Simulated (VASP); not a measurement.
A run of VASP 6.6.1:

The input INCAR:

```
SYSTEM = CaI
PREC = Accurate
ENCUT = 520
EDIFF = 1E-6
ISMEAR = -1
SIGMA = 0.05
LREAL = .False.
LASPH = .True.
NELM = 80
ALGO = Normal
ISIF = 2
LWAVE = .False.
LCHARG = .False.
GGA = PS
NBANDS = 16
```

KPOINTS

```
Automatic mesh
0
Gamma
  7 7 6
  0 0 0
```

Contents of POSCAR:

```
CaI
1.0
    3.8731181422      0.0000000000      0.0000000000
   -1.9365590711      3.3542187030      0.0000000000
    0.0000000000      0.0000000000      4.2580581651
I Ca
1 1
Direct
    0.6666666667      0.3333333333      0.0000000000
    0.0000000000      0.0000000000      0.5000000000
```

Potentials or basis: VASP PAW PBE potentials, release 64 (I, Ca_sv).

Launch:

```bash
$ cat potpaw_PBE.64/I/POTCAR potpaw_PBE.64/Ca_sv/POTCAR > POTCAR
$ mpirun -np 1 vasp_std > vasp.out
```

Hardware: 1 thread of Intel(R) Xeon(R) Platinum 8488C (Sapphire Rapids) (shared host).

Problem. Estimate the wall time of this run.

Solution. Wall time 20 s on 1 thread of Intel(R) Xeon(R) Platinum 8488C (Sapphire Rapids) (shared host), peak memory 0.18 GiB. Counts: scf iterations 12, k points 32.
